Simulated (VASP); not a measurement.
Runs of VASP 6.6.1 on BN. The structure is that of space group P6_3/mmc (No. 194), or close to it. The cells are those of the table. 

| cell | gap on the mesh (eV) | pressure (GPa) |
| --- | --- | --- |
| a = 2.538, b = 2.538, c = 6.482 Å, angles 90.0, 90.0, 120.0°, 4 atoms | 3.95 | (c) |
| a = 2.643, b = 2.643, c = 5.977 Å, angles 90.0, 90.0, 120.0°, 4 atoms | 3.68 | (d) |
| a = 2.697, b = 2.697, c = 5.740 Å, angles 90.0, 90.0, 120.0°, 4 atoms | 3.42 | -45.7 |
| a = 2.575, b = 2.575, c = 6.301 Å, angles 90.0, 90.0, 120.0°, 4 atoms | 3.82 | (a) |
| a = 2.294, b = 2.294, c = 7.934 Å, angles 90.0, 90.0, 120.0°, 4 atoms | 3.73 | 71.4 |
| a = 2.356, b = 2.356, c = 7.522 Å, angles 90.0, 90.0, 120.0°, 4 atoms | 4.05 | 45.2 |
| a = 2.464, b = 2.464, c = 6.881 Å, angles 90.0, 90.0, 120.0°, 4 atoms | 4.20 | (b) |
| a = 2.426, b = 2.426, c = 7.098 Å, angles 90.0, 90.0, 120.0°, 4 atoms | 4.33 | 19.9 |

Alike in all rows: task single point; level LDA; potentials or basis VASP PAW LDA potentials, release 64 (B, N); no spin polarisation; k mesh 12 × 12 × 4; cutoff (eV) 520; smearing gaussian 0.05 eV.

Question: Fill in the values left out.

Answer: (a) -22.1; (b) 7.7; (c) -13.3; (d) -36.4.

A k mesh can miss the band edges.
